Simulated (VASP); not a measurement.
Wanted: the native input for a VASP 6.6.1 run.

```
Task                   : single point
Functional             : PBE
Potentials or basis    : VASP PAW PBE potentials, release 64 (Sc_sv, Ge_d)
Cutoff                 : 520 eV
k mesh                 : 8 × 8 × 8
Occupations            : gaussian, width 0.1 eV
Spin                   : no spin polarisation
Dipole correction      : no
Further INCAR settings : ALGO = Normal; EDIFF = 1e-07; NBANDS = 42
```

The structure of ScGe4 lies in POSCAR:

```
ScGe4
1.0
    5.0982108843      0.0000000000      0.0000000000
    0.0000000000      5.0982108843      0.0000000000
    0.0000000000      0.0000000000      5.0982108843
Sc Ge
1 4
Direct
    0.5000000000      0.5000000000      0.5000000000
    0.0000000000      0.5000000000      0.5000000000
    0.5000000000      0.0000000000      0.5000000000
    0.0000000000      0.0000000000      0.0000000000
    0.5000000000      0.5000000000      0.0000000000
```

One way to write it, as run:

INCAR

```
ALGO = Normal
EDIFF = 1E-7
ENCUT = 520
GGA = PE
ISIF = 2
ISMEAR = 0
LASPH = True
LCHARG = False
LREAL = False
LWAVE = False
NBANDS = 42
NELM = 100
PREC = Accurate
SIGMA = 0.1
```

KPOINTS

```
k-points
0
Gamma
  8 8 8
```

Potentials or basis: VASP PAW PBE potentials, release 64 (Sc_sv, Ge_d).

Launch:

```console
$ cat potpaw_PBE.64/Sc_sv/POTCAR potpaw_PBE.64/Ge_d/POTCAR > POTCAR
$ mpirun -np 1 vasp_std > vasp.out
```

Results of the run:

```yaml
Pressure: 0.1 GPa
```

Run time: 92 s on 1 thread of AMD EPYC 9R45 96-Core Processor (Zen 5) (shared host), peak memory 0.3 GiB.
